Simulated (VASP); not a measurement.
# WC (WC type) (P-6m2) in VASP: a series of runs

Runs on WC (WC type). Level: PBE. Tasks: single point.

All numbers are computed with VASP 6.6.1; they aren't measurements. Logs are shortened: lines on timing, memory, paths and dates and some standing lists are left out, and cuts for length are marked.

## Step 1: The cell of the first run

The structure is hexagonal, space group P-6m2 (No. 187). The conventional cell has a = 2.598 Å, b = 2.598 Å, c = 2.594 Å, α = 90.00°, β = 90.00°, γ = 120.00°. Within 2.6 Å of W (site symmetry -6m2) lie 6 C at 1.98 Å and 8 W at 2.59 to 2.60 Å. Within 2.6 Å of C (site symmetry -6m2) lie 6 W at 1.98 Å and 8 C at 2.59 to 2.60 Å.

## Step 2: Single point, PBE

INCAR reads:

```
PREC = Accurate
ENCUT = 520
EDIFF = 1E-7
ISMEAR = -1
SIGMA = 0.1
LREAL = False
LASPH = True
NELM = 80
ALGO = Normal
ISIF = 2
LWAVE = False
LCHARG = False
GGA = PE
NBANDS = 16
```

KPOINTS reads:

```
Automatic mesh
0
Gamma
  17 17 15
```

POSCAR reads:

```
WC
1.0
    2.5975477277      0.0000000000      0.0000000000
   -1.2987738638      2.2495423197      0.0000000000
    0.0000000000      0.0000000000      2.5938937294
W C
1 1
Direct
    0.0000000000      0.0000000000      0.0000000000
    0.3333333333      0.6666666667      0.5000000000
```

Potentials or basis: VASP PAW PBE potentials, release 64 (W_sv, C).

Launch:

```sh
$ cat potpaw_PBE.64/W_sv/POTCAR potpaw_PBE.64/C/POTCAR > POTCAR
$ mpirun -np 1 vasp_std > vasp.out
```

OUTCAR:

```text
PREC = Accurate
   ENCUT = 520
   EDIFF = 1E-7
   ISMEAR = -1
   LREAL = False
   LASPH = True
   NELM = 80
   ISIF = 2
   GGA = PE

 ion  position               nearest neighbor table
   1  0.000  0.000  0.000-   2 1.98   2 1.98   2 1.98   2 1.98   2 1.98   2 1.98
   2  0.333  0.667  0.500-   1 1.98   1 1.98   1 1.98   1 1.98   1 1.98   1 1.98

  LATTYP: Found a hexagonal cell.
 ALAT       =     2.5975477277
 C/A-ratio  =     0.9985932893

  Lattice vectors:

 A1 = (   2.5975477277,   0.0000000000,   0.0000000000)
 A2 = (  -1.2987738638,   2.2495423197,   0.0000000000)
 A3 = (   0.0000000000,   0.0000000000,   2.5938937294)

Analysis of symmetry for initial positions (statically):
=====================================================================
 Subroutine PRICEL returns:
 Original cell was already a primitive cell.

 Routine SETGRP: Setting up the symmetry group for a
 hexagonal supercell.

 Subroutine GETGRP returns: Found 12 space group operations
 (whereof 12 operations were pure point group operations)
 out of a pool of 24 trial point group operations.

The static configuration has the point symmetry D_3h.

Analysis of symmetry for dynamics (positions and initial velocities):
=====================================================================
 Subroutine PRICEL returns:
 Original cell was already a primitive cell.

 Routine SETGRP: Setting up the symmetry group for a
 hexagonal supercell.

 Subroutine GETGRP returns: Found 12 space group operations
 (whereof 12 operations were pure point group operations)
 out of a pool of 24 trial point group operations.

The dynamic configuration has the point symmetry D_3h.

 Subroutine INISYM returns: Found 12 space group operations
 (whereof 12 operations are pure point group operations),
 and found     1 'primitive' translations

----------------------------------------------------------------------------------------

                                     Primitive cell

  volume of cell :      15.1569

  direct lattice vectors                    reciprocal lattice vectors
     2.597547728  0.000000000  0.000000000     0.384978489  0.222267434  0.000000000
    -1.298773864  2.249542320  0.000000000     0.000000000  0.444534869  0.000000000
     0.000000000  0.000000000  2.593893729     0.000000000  0.000000000  0.385520806

[... 74 lines left out ...]
   PREC   = accura    normal or accurate (medium, high low for compatibility)
   ISTART =      0    job   : 0-new  1-cont  2-samecut
   ICHARG =      2    charge: 1-file 2-atom 10-const
   ISPIN  =      1    spin polarized calculation?
   LNONCOLLINEAR =      F non collinear calculations
   LSORBIT =      F    spin-orbit coupling
   LASPH  =      T    aspherical Exc in radial PAW
   ENCUT  =  520.0 eV  38.22 Ry    6.18 a.u.   4.83  4.83  4.82*2*pi/ulx,y,z
   NELM   =     80;   NELMIN=  2; NELMDL= -5     # of ELM steps
   EDIFF  = 0.1E-06   stopping-criterion for ELM
   LREAL  =      F    real-space projection
   EDIFFG = 0.1E-05   stopping-criterion for IOM
   NSW    =      0    number of steps for IOM
   IBRION =     -1    ionic relax: 0-MD 1-quasi-New 2-CG
   NFREE  =      0    steps in history (QN), initial steepest desc. (CG)
   ISIF   =      2    stress and relaxation
   ISYM   =      2    0-nonsym 1-usesym 2-fastsym
   POTIM  = 0.5000    time-step for ionic-motion
   TEBEG  =    0.0;   TEEND  =   0.0 temperature during run
   PSTRESS=    0.0 pullay stress
   NELECT =      18.0000    total number of electrons
   NUPDOWN=      -1.0000    fix difference up-down
   EMIN   =  10.00;   EMAX   =-10.00  energy-range for DOS
   EFERMI =   0.00;   METHOD = LEGACY
   ISMEAR =    -1;   SIGMA  =   0.10  broadening in eV -4-tet -1-fermi 0-gaus
   EFERMI_NEDOS =   21; number of points for ismear=-14 and -15
   IALGO  =     38    algorithm
   IMIX   =      4    mixing-type and parameters
     AMIX     =   0.40;   BMIX     =  1.00
     AMIX_MAG =   1.60;   BMIX_MAG =  1.00
  volume/ion in A,a.u.               =       7.58        51.14
  Fermi-wavevector in a.u.,A,eV,Ry     =   1.733654  3.276131 40.893064  3.005555
  Thomas-Fermi vector in A             =   2.807599
   LORBIT       =      0    0 simple, 1 ext, 2 COOP (PROOUT), +10 PAW based schemes
   GGA     = PE    functional components
   LHFCALC =     F    Hartree Fock is set to
   AEXX    =    0.0000 exact exchange contribution
   IVDW    =     0    specifies the selected vdW correction
   LEPSILON=     F    determine dielectric tensor
   LRPA    =     F    only Hartree local field effects (RPA)
 non-spin polarized calculation
  energy-cutoff  :      520.00
  volume of cell :       15.16
 maximum number of plane-waves:       424
 NGX is ok and might be reduce to    20

 number of electron      18.0000000 magnetization

 Free energy of the ion-electron system (eV)
  ---------------------------------------------------
  ext. energy  EPLUGINS =         0.00000000
  ---------------------------------------------------
  free energy    TOTEN  =       -18.90853273 eV

  energy without entropy =      -18.90067578  energy(sigma->0) =      -18.90460426

 E-fermi :  16.3954     XC(G=0): -15.6381

 val. band max:       16.3927285664   @ k =   0.4118   0.1176   0.4000
 cond. band min:      16.4397055792   @ k =   0.3529   0.2941   0.0000
 fundamental gap:      0.0469770129
 Fermi energy:        16.3954173628

 k-point     1 :       0.0000    0.0000    0.0000
  band No.  band energies     occupation
      1     -57.3629      2.00000
      2     -21.3535      2.00000
      3     -20.8664      2.00000
      4     -20.8664      2.00000
      5      -0.7312      2.00000
      6       9.6237      2.00000
[... 433 lines left out ...]
      3     -21.4276      2.00000
      4     -21.0897      2.00000
      5       2.2686      2.00000
      6       8.3699      2.00000
[... 8 lines left out ...]
     15      33.5952      0.00000
     16      37.3444      0.00000

 [... further k-points ...]
[... 5 lines left out ...]
  --------------------------------------------------------------------------------------
  -------------------------------------------------------------------------------------
  Total       23.9084050     23.9084050     23.9721770      0.0000000      0.0000000      0.0000000
  in kB     2527.2680235   2527.2680234   2534.0091272      0.0000001      0.0000000      0.0000000
  external PRESSURE =    2529.5150580 kB  Pullay stress =       0.0000000 kB

 VOLUME and BASIS-vectors are now :
 -----------------------------------------------------------------------------
  energy-cutoff  :      520.00
  volume of cell :       15.16
      direct lattice vectors                 reciprocal lattice vectors
     2.597547728  0.000000000  0.000000000     0.384978489  0.222267434  0.000000000
    -1.298773864  2.249542320  0.000000000     0.000000000  0.444534869  0.000000000
     0.000000000  0.000000000  2.593893729     0.000000000  0.000000000  0.385520806

 POSITION                                       TOTAL-FORCE (eV/Angst)
 -----------------------------------------------------------------------------------
      0.00000      0.00000      0.00000         0.000000     -0.000000      0.000000
     -0.00000      1.49969      1.29695        -0.000000      0.000000      0.000000
 -----------------------------------------------------------------------------------
    total drift:                               -0.000000      0.000000      0.000000

  FREE ENERGIE OF THE ION-ELECTRON SYSTEM (eV)
  ---------------------------------------------------
  free  energy   TOTEN  =       -18.9085327305 eV

  energy  without entropy=      -18.9006757805  energy(sigma->0) =      -18.90460426
```

OSZICAR:

```text
N       E                     dE             d eps       ncg     rms          rms(c)
DAV:   1     0.110550943027E+03    0.11055E+03   -0.93413E+03  8528   0.131E+03
DAV:   2    -0.193705256423E+02   -0.12992E+03   -0.12551E+03 10008   0.348E+02
DAV:   3    -0.220587459690E+02   -0.26882E+01   -0.26825E+01  9320   0.480E+01
DAV:   4    -0.220677242969E+02   -0.89783E-02   -0.89781E-02 10944   0.309E+00
DAV:   5    -0.220677681285E+02   -0.43832E-04   -0.43830E-04  9264   0.201E-01    0.607E+01
DAV:   6    -0.190088849739E+02    0.30589E+01   -0.46085E+00  9696   0.251E+01    0.225E+01
DAV:   7    -0.189373526603E+02    0.71532E-01   -0.37272E-01  9496   0.473E+00    0.107E+01
DAV:   8    -0.189101313300E+02    0.27221E-01   -0.19633E-02  9320   0.144E+00    0.177E+00
DAV:   9    -0.189085304287E+02    0.16009E-02   -0.24832E-03 10208   0.579E-01    0.139E-01
DAV:  10    -0.189085312410E+02   -0.81224E-06   -0.11491E-04  9592   0.916E-02    0.321E-02
DAV:  11    -0.189085328553E+02   -0.16143E-05   -0.44809E-06 10320   0.204E-02    0.115E-02
DAV:  12    -0.189085328932E+02   -0.37852E-07   -0.10573E-06  9744   0.107E-02    0.342E-03
DAV:  13    -0.189085327880E+02    0.10519E-06   -0.32193E-08  5432   0.166E-03    0.595E-04
DAV:  14    -0.189085327305E+02    0.57475E-07   -0.42293E-09  4568   0.643E-04
   1 F= -.18908533E+02 E0= -.18904604E+02  d E =-.785695E-02
```

It took 21 s on 1 thread of Intel Xeon 6975P-C (Granite Rapids), shared host; peak memory 0.18 GiB.

What came out:

```
Free energy            : -18.9085 eV
Pressure               : 253.0 GPa
Band gap on the k mesh : zero (band 9 reaches 17.44 eV, above the bottom of band 10 at 15.04 eV)
```

Stress tensor (GPa, compression positive):
```
252.73   0.00   0.00
  0.00 252.73   0.00
  0.00   0.00 253.40
```

Levels at points of the mesh, in eV from the Fermi level:
```
           k point  band 7  band 8  band 9  band 10  band 11  band 12
(0.00, 0.00, 0.00)   -4.96   -4.96   -0.19     4.64     4.64     7.18
```

Caveat: spin-orbit coupling is left out, which moves the levels of the heavy elements.

## Step 3: Single point, PBE

This run uses another cell than the first one, of 8.42 Å³/atom, 1.111 times its volume.

INCAR reads:

```
ALGO     = Normal         # electronic algorithm
EDIFF    = 1E-7           # SCF threshold, eV
ENCUT    = 520            # plane-wave cutoff, eV
GGA      = PE             # functional
ISIF     = 2              # what is computed and relaxed
ISMEAR   = -1             # smearing method
LASPH    = True           # aspherical terms in the spheres
LCHARG   = False          # write CHGCAR
LREAL    = False          # projectors in reciprocal space
LWAVE    = False          # write WAVECAR
NBANDS   = 16             # bands
NELM     = 80             # most SCF steps
PREC     = Accurate       # precision mode
SIGMA    = 0.1            # smearing width, eV
```

KPOINTS reads:

```
k-points
0
Gamma
  17 17 15
```

POSCAR reads:

```
WC
1.0
    2.6970366502      0.0000000000      0.0000000000
   -1.3485183251      2.3357022540      0.0000000000
    0.0000000000      0.0000000000      2.6733944722
W C
1 1
Direct
    0.0000000000      0.0000000000      0.0000000000
    0.3333333333      0.6666666667      0.5000000000
```

Potentials or basis: VASP PAW PBE potentials, release 64 (W_sv, C).

Launch:

```sh
$ cat potpaw_PBE.64/W_sv/POTCAR potpaw_PBE.64/C/POTCAR > POTCAR
$ mpirun -np 1 vasp_std > vasp.out
```

Run time: 21 s. Hardware: 1 thread of Intel Xeon 6975P-C (Granite Rapids), shared host; peak memory 0.18 GiB.

The run converged. Its results:

- Free energy: -20.9262 eV
- Pressure: 139.2 GPa
- Band gap on the k mesh: zero (band 9 reaches 15.08 eV, above the bottom of band 10 at 13.43 eV)

Stress tensor (GPa, compression positive):
```
139.00   0.00   0.00
  0.00 139.00   0.00
  0.00   0.00 139.60
```

Levels at points of the mesh, in eV from the Fermi level:
| k point | band 5 | band 6 | band 7 | band 8 | band 9 | band 10 | band 11 | band 12 | band 13 | band 14 |
| --- | --- | --- | --- | --- | --- | --- | --- | --- | --- | --- |
| (0.00, 0.00, 0.00) | -16.18 | -5.80 | -4.30 | -4.30 | -0.08 | 4.18 | 4.18 | 6.69 | 6.69 | 7.60 |

Caveat: spin-orbit coupling is left out, which moves the levels of the heavy elements.

## Step 4: Single point, PBE

INCAR reads:

```
SYSTEM = WC
  ALGO = Normal
  EDIFF = 1E-7
  ENCUT = 520
  GGA = PE
  ISIF = 2
  ISMEAR = -1
  LASPH = .TRUE.
  LCHARG = .FALSE.
  LREAL = .FALSE.
  LWAVE = .FALSE.
  NBANDS = 16
  NELM = 80
  PREC = Accurate
  SIGMA = 0.1
```

KPOINTS reads:

```
k-points
0
G
  17 17 15
  0 0 0
```

POSCAR is that of step 3.

Potentials or basis: VASP PAW PBE potentials, release 64 (W_sv, C).

Launch:

```sh
$ cat potpaw_PBE.64/W_sv/POTCAR potpaw_PBE.64/C/POTCAR > POTCAR
$ mpirun -np 1 vasp_std > vasp.out
```

OUTCAR:

```text
SYSTEM = WC
   EDIFF = 1E-7
   ENCUT = 520
   GGA = PE
   ISIF = 2
   ISMEAR = -1
   LASPH = .TRUE.
   LREAL = .FALSE.
   NELM = 80
   PREC = Accurate

 ion  position               nearest neighbor table
   1  0.000  0.000  0.000-   2 2.05   2 2.05   2 2.05   2 2.05   2 2.05   2 2.05
   2  0.333  0.667  0.500-   1 2.05   1 2.05   1 2.05   1 2.05   1 2.05   1 2.05

  LATTYP: Found a hexagonal cell.
 ALAT       =     2.6970366502
 C/A-ratio  =     0.9912340168

  Lattice vectors:

 A1 = (   2.6970366502,   0.0000000000,   0.0000000000)
[... 625 lines left out ...]
      3     -23.3871      2.00000
      4     -23.1247      2.00000
      5       0.9045      2.00000
      6       7.1978      2.00000
[... 8 lines left out ...]
     15      30.7451      0.00000
     16      34.4613      0.00000

 [... further k-points ...]
[... 5 lines left out ...]
  --------------------------------------------------------------------------------------
  -------------------------------------------------------------------------------------
  Total       14.6102900     14.6102900     14.6735337      0.0000000     -0.0000000      0.0000000
  in kB     1389.9591748   1389.9591748   1395.9759053      0.0000000     -0.0000000      0.0000000
  external PRESSURE =    1391.9647516 kB  Pullay stress =       0.0000000 kB

 VOLUME and BASIS-vectors are now :
 -----------------------------------------------------------------------------
  energy-cutoff  :      520.00
  volume of cell :       16.84
      direct lattice vectors                 reciprocal lattice vectors
     2.697036650  0.000000000  0.000000000     0.370777312  0.214068381  0.000000000
    -1.348518325  2.335702254  0.000000000     0.000000000  0.428136762  0.000000000
     0.000000000  0.000000000  2.673394472     0.000000000  0.000000000  0.374056283

 POSITION                                       TOTAL-FORCE (eV/Angst)
 -----------------------------------------------------------------------------------
      0.00000      0.00000      0.00000        -0.000000      0.000000      0.000000
     -0.00000      1.55713      1.33670         0.000000      0.000000      0.000000
 -----------------------------------------------------------------------------------
    total drift:                               -0.000000      0.000000      0.000000

  FREE ENERGIE OF THE ION-ELECTRON SYSTEM (eV)
  ---------------------------------------------------
  free  energy   TOTEN  =       -20.9262149779 eV

  energy  without entropy=      -20.9178695360  energy(sigma->0) =      -20.92204226
```

stdout:

```text
POSCAR found type information on POSCAR W C
 POSCAR found :  2 types and       2 ions
 scaLAPACK will be used
 LDA part: xc-table for (Slater+PW92), standard interpolation
 POSCAR, INCAR and KPOINTS ok, starting setup
 FFT: planning ... GRIDC
 FFT: planning ... GRID_SOFT
 FFT: planning ... GRID
 WAVECAR not read
 entering main loop
```

It took 21 s on 1 thread of Intel Xeon 6975P-C (Granite Rapids), shared host; peak memory 0.18 GiB.

Results:

```yaml
Free_energy: -20.9262 eV
Pressure: 139.2 GPa
Band_gap_on_the_k_mesh: zero (band 9 reaches 15.08 eV, above the bottom of band 10 at 13.43 eV)
```

Caveat: spin-orbit coupling is left out, which moves the levels of the heavy elements.
